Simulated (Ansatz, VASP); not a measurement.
# CaO in VASP and in Ansatz

Contents of INCAR:

```
  PREC = Accurate
  ENCUT = 520
  EDIFF = 1E-6
  ISMEAR = 0
  SIGMA = 0.05
  LREAL = F
  LASPH = T
  NELM = 100
  ALGO = Normal
  ISIF = 2
  LWAVE = F
  LCHARG = T
  GGA = PE
  LELF = T
  LVHAR = T
  NBANDS = 24
```

KPOINTS

```
regular mesh
0
Gamma
  9 9 6
```

The input POSCAR:

```
CaO
1.0
    4.0399853332      0.0000000000      0.0000000000
   -2.0199926666      3.4987299294      0.0000000000
    0.0000000000      0.0000000000      4.8501510201
Ca O
2 2
Direct
    0.3333333333      0.6666666667      0.7500000000
    0.6666666667      0.3333333333      0.2500000000
    0.3333333333      0.6666666667      0.2500000000
    0.6666666667      0.3333333333      0.7500000000
```

Input for Ansatz:

```yaml
crystal:
  lattice:
    - [4.0399853332, 0.0, 0.0]
    - [-2.0199926666, 3.4987299294, 0.0]
    - [0.0, 0.0, 4.8501510201]
  atoms:
    - { symbol: Ca, position: [0.3333333333, 0.6666666667, 0.75] }
    - { symbol: Ca, position: [0.6666666667, 0.3333333333, 0.25] }
    - { symbol: O, position: [0.3333333333, 0.6666666667, 0.25] }
    - { symbol: O, position: [0.6666666667, 0.3333333333, 0.75] }
basis:
  ecutwfc: 520.0
kpoints:
  mp_grid: { grid: [9, 9, 6] }
hamiltonian:
  xc: pbe
scf:
  occupations: { method: gaussian, width: 0.05 }
output:
  forces: true
  stress: true
  eigenvalues: true
  write_density: true
  write_potential: true
  elf: true
  volumetric_format: npy
```

Alike in both runs: task single point; functional PBE; k mesh 9 × 9 × 6; occupations gaussian, width 0.05 eV; no spin polarisation.

```csv
,VASP,Ansatz
version,VASP 6.6.1,Ansatz 0.2.0
potentials or method,"VASP PAW PBE potentials, release 64 (Ca_sv, O), cutoff 520 eV","scalar-relativistic, plane waves, PAW"
valence electrons in the cell,32,32
```

```tsv
	VASP	Ansatz	Ansatz less VASP
gap on the k mesh at the Fermi level (eV)	3.03	3.05	+0.013
least direct gap on the mesh (eV)	3.03	3.05	+0.013
pressure (GPa)	-1.7	-2.1	-0.41
traceless stress, the component that is largest in VASP (GPa)	-0.13	-0.14	-0.010
```

The functional is the same, so the differences come from potentials, cutoffs and numerics.
